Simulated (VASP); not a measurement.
## Ge: relaxation of cell and atoms with LDA

Crystal: Ge.

```
Ge
1.0
    -2.57449    2.57449    1.39741
     2.57449   -2.57449    1.39741
     2.57449    2.57449   -1.39741
Ge
2
Direct
  0.50000 0.50000 0.00000
  0.25000 0.75000 0.50000
```

```json
{
 "Program": "VASP 6.6.1",
 "Task": "relaxation of cell and atoms",
 "Functional": "LDA",
 "Potentials or basis": "VASP PAW LDA potentials, release 64 (Ge_d)",
 "Cutoff": "600 eV",
 "k mesh": "11 × 11 × 11",
 "Occupations": "fermi-dirac, width 0.05 eV",
 "Spin": "no spin polarisation",
 "Dipole correction": "no",
 "Further INCAR settings": "ALGO = Normal; EDIFF = 1e-07; IBRION = 2; EDIFFG = -0.02; NSW = 80; ISIF = 3"
}
```

The relaxed volume is 17.97 Å³/atom and the relaxed cell is a = 3.861 Å, b = 3.861 Å, c = 3.861 Å, α = 97.36°, β = 97.36°, γ = 138.05°. The space group after relaxing (to 0.1 Å) is I4_1/amd (No. 141) and the energy gained by relaxing is 4.1 meV/atom. The ionic steps are 3. The pressure after relaxing is 0.1 GPa and the band gap on the k mesh is zero (bands 14 and 15 overlap by 4.84 eV).

The path:
```
step  energy change (eV)  largest force (eV/Å)  pressure (GPa)  volume (Å³)
   1              0.0000                0.0000           -2.37        37.05
   2             -0.0073                0.0000            0.64        35.60
   3             -0.0082                0.0000            0.09        35.94
```

Final structure:
```xyz
2
Lattice="-2.5495 2.5495 1.3822 2.5495 -2.5495 1.3822 2.5495 2.5495 -1.3822" Properties=species:S:1:pos:R:3 pbc="T T T"
Ge    0.0000    0.0000    1.3822
Ge    2.5495    0.0000    0.6911
```

Levels at points of the mesh, in eV from the Fermi level:
```tsv
k point	band 11	band 12	band 13	band 14	band 15	band 16	band 17	band 18
(0.00, 0.00, 0.00)	-13.60	-4.09	-2.45	-2.45	3.27	7.68	7.68	8.31
```

Wall time 4.4 min on 1 thread of Intel Xeon 8259CL (shared host), peak memory 0.22 GiB.
